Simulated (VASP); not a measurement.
# MnS: single point with PBE

MnS:

```
CELL_PARAMETERS angstrom
0.00000 2.61180 2.61180
2.61180 0.00000 2.61180
5.22360 5.22360 0.00000
ATOMIC_POSITIONS crystal
Mn 0.00000 0.00000 0.00000
Mn 0.00000 0.00000 0.50000
S 0.50000 0.50000 0.25000
S 0.50000 0.50000 0.75000
```

- Program: VASP 6.6.1
- Task: single point
- Functional: PBE
- Potentials or basis: VASP PAW PBE potentials, release 64 (Mn_pv, S)
- Cutoff: 520 eV
- k mesh: 6 × 6 × 3
- Occupations: fermi-dirac, width 0.05 eV
- Spin: collinear spin, ferromagnetic start
- Starting moments: [4.62, 4.62, 0.15, 0.15] μB

- Pressure: -4.0 GPa
- Net moment: 9.35 μB per cell
- Site moments: Mn +4.24; S +0.10 μB
- Valence electrons inside the program's atomic spheres: Mn 11.30; S 3.72

Levels at points of the mesh, in eV from the Fermi level:
Spin up:
| k point | band 21 | band 22 | band 23 | band 24 | band 25 | band 26 | band 27 | band 28 |
| --- | --- | --- | --- | --- | --- | --- | --- | --- |
| (0.00, 0.00, 0.00) | -1.89 | -1.89 | 0.34 | 0.34 | 1.63 | 2.80 | 5.36 | 5.36 |
| (0.50, 0.00, 0.00) | -2.51 | -2.28 | 0.34 | 0.34 | 0.81 | 2.80 | 5.36 | 5.36 |
Spin down:
```csv
k point,band 10,band 11,band 12,band 13,band 14,band 15,band 16,band 17,band 18,band 19
"(0.00, 0.00, 0.00)",-3.36,-3.36,-1.69,-1.69,-1.69,0.29,0.29,0.29,0.34,0.34
"(0.50, 0.00, 0.00)",-5.54,-3.36,-3.36,-3.19,-3.19,-0.80,0.75,1.23,1.23,1.42
```

Wall time 72 s on 1 thread of Intel(R) Xeon(R) Platinum 8375C CPU @ 2.90GHz (Ice Lake), with other jobs on the host, peak memory 0.24 GiB.

Caveat: the cell stands under tension; semilocal functionals often make such compounds metallic where correlation or magnetic order opens a gap, which also shifts bond lengths; the run started ferromagnetic, and an antiferromagnetic order may lie lower in energy. With open d or f shells a metallic result of PBE can be an artefact of self-interaction; +U or a hybrid may open a gap.
